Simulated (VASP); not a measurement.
Write the native input for VASP 6.6.1 that does the following.

* Task: single point
* Functional: LDA
* Potentials or basis: VASP PAW LDA potentials, release 64 (Sn_d, O_h)
* Cutoff: 910 eV
* k mesh: 8 × 4 × 6
* Occupations: gaussian, width 0.01 eV
* Spin: no spin polarisation
* Dipole correction: no
* Further INCAR settings: ALGO = Normal; EDIFF = 1e-06; NBANDS = 28

The structure of SnO lies in POSCAR:

```
SnO
1.0
    3.3031148357      0.0000000000      0.0000000000
    0.0000000000      5.7577048997      0.0000000000
    0.0000000000      0.0000000000      4.0008071511
Sn O
2 2
Direct
    0.0000000000      0.2294420330      0.5172649307
    0.5000000000      0.7705579670      0.0172649307
    0.0000000000      0.8935339453      0.7327360693
    0.5000000000      0.1064660547      0.2327360693
```

The input as run:

INCAR

```
ALGO = Normal ; EDIFF = 1E-6
ENCUT = 910 ; GGA_COMPAT = False
ISIF = 2 ; ISMEAR = 0
LASPH = True ; LCHARG = False
LREAL = False ; LWAVE = False
NBANDS = 28 ; NELM = 120
PREC = Accurate ; SIGMA = 0.01
```

KPOINTS

```
k-points
0
Gamma
  8 4 6
```

Potentials or basis: VASP PAW LDA potentials, release 64 (Sn_d, O_h).

The run is started by

```console
$ cat potpaw_LDA.64/Sn_d/POTCAR potpaw_LDA.64/O_h/POTCAR > POTCAR
$ mpirun -np 1 vasp_std > vasp.out
```

Results of the run:

- Pressure: -1.7 GPa
- Largest force: 0.054 eV/Å
- Band gap on the k mesh: 1.37 eV (least direct gap 2.07 eV)

Caveat: the cutoff is under 1.25 times the usual one of these potentials, so pressure, stress and relaxed cells hold a basis-set (Pulay) error; spin-orbit coupling is left out, which moves the levels of the heavy elements.

It took 3.3 min on 1 thread of Intel(R) Xeon(R) Platinum 8259CL CPU @ 2.50GHz (Skylake/Cascade Lake), with other jobs on the host, peak memory 0.38 GiB.
